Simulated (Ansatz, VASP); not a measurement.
Two plane-wave programs on BeS

File INCAR:

```
  PREC = Accurate
  ENCUT = 520
  EDIFF = 1E-7
  ISMEAR = 0
  SIGMA = 0.01
  LREAL = F
  LASPH = T
  NELM = 60
  ALGO = Normal
  ISIF = 2
  LWAVE = F
  LCHARG = F
  GGA = PS
  NBANDS = 11
```

KPOINTS

```
Automatic mesh
0
Gamma
  6 6 6
```

File POSCAR:

```
BeS
1.0
    0.0000000000      2.4343062304      2.4343062304
    2.4343062304      0.0000000000      2.4343062304
    2.4343062304      2.4343062304      0.0000000000
Be S
1 1
Direct
    0.0000000000      0.0000000000      0.0000000000
    0.2500000000      0.2500000000      0.2500000000
```

Input for Ansatz:

```yaml
crystal:
  lattice:
    - [0.0, 2.4343062304, 2.4343062304]
    - [2.4343062304, 0.0, 2.4343062304]
    - [2.4343062304, 2.4343062304, 0.0]
  atoms:
    - { symbol: Be, position: [0.0, 0.0, 0.0] }
    - { symbol: S, position: [0.25, 0.25, 0.25] }
kpoints:
  mp_grid: { grid: [6, 6, 6] }
hamiltonian:
  xc: pbesol
scf:
  occupations: { method: fixed }
  n_extra_bands: 4
output:
  forces: true
  stress: true
  eigenvalues: true
```

Alike in both runs: task single point; functional PBEsol; k mesh 6 × 6 × 6; no spin polarisation.

|  | VASP | Ansatz |
| --- | --- | --- |
| version | VASP 6.6.1 | Ansatz 0.2.0 |
| potentials or method | VASP PAW PBE potentials, release 64 (Be, S) | plane waves |
| plane-wave cutoff (eV) | 520 | 420 |
| occupations | gaussian, width 0.01 eV | fixed |
| valence electrons in the cell | 8 | 8 |

VASP gave:

```
gap on the k mesh at the Fermi level (eV) : 2.95
pressure (GPa)                            : -1.6
```

Q: Estimate Ansatz's values.

A: gap on the k mesh at the Fermi level (eV): 2.95; pressure (GPa): -1.7.

VASP's potentials were made for PBE, not for PBEsol.
